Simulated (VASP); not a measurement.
Crystal: AlW3.

```xyz
4
Lattice="3.9453 0.0000 0.0000 0.0000 3.9453 0.0000 0.0000 0.0000 3.9453" Properties=species:S:1:pos:R:3 pbc="T T T"
Al    0.0000    0.0000    0.0000
W     1.9727    0.0000    1.9727
W     0.0000    1.9727    1.9727
W     1.9727    1.9727    0.0000
```

| Item | Value |
| --- | --- |
| Program | VASP 6.6.1 |
| Task | relaxation of cell and atoms |
| Functional | PBE |
| Potentials or basis | VASP PAW PBE potentials, release 64 (Al, W_sv) |
| Cutoff | 600 eV |
| k mesh | 4 × 4 × 4 |
| Occupations | gaussian, width 0.1 eV |
| Spin | no spin polarisation |

At the start: pressure 8.1 GPa; volume 15.35 Å³/atom.

Problem. Where does the relaxation end?

Solution. Over 3 steps the energy falls by 11.7 meV/atom and the volume is 15.85 Å³/atom (+3.2 %); space group Pm-3m (No. 221, to 0.05 Å).

The path:
```
step  energy change (eV)  largest force (eV/Å)  pressure (GPa)  volume (Å³)
   1              0.0000                0.0000            8.08        61.41
   2              0.2429                0.0000          -16.57        68.55
   3             -0.0469                0.0000           -0.22        63.38
```

Final structure:
```yaml
crystal:
  lattice:
    - [3.98711, 0.00000, 0.00000]
    - [0.00000, 3.98711, 0.00000]
    - [0.00000, 0.00000, 3.98711]
  atoms:
    - { symbol: Al, position: [0.00000, 0.00000, 0.00000] }
    - { symbol: W, position: [0.50000, 0.00000, 0.50000] }
    - { symbol: W, position: [0.00000, 0.50000, 0.50000] }
    - { symbol: W, position: [0.50000, 0.50000, 0.00000] }
```

Caveat: the k points lie up to 0.39 Å⁻¹ apart in the final cell.
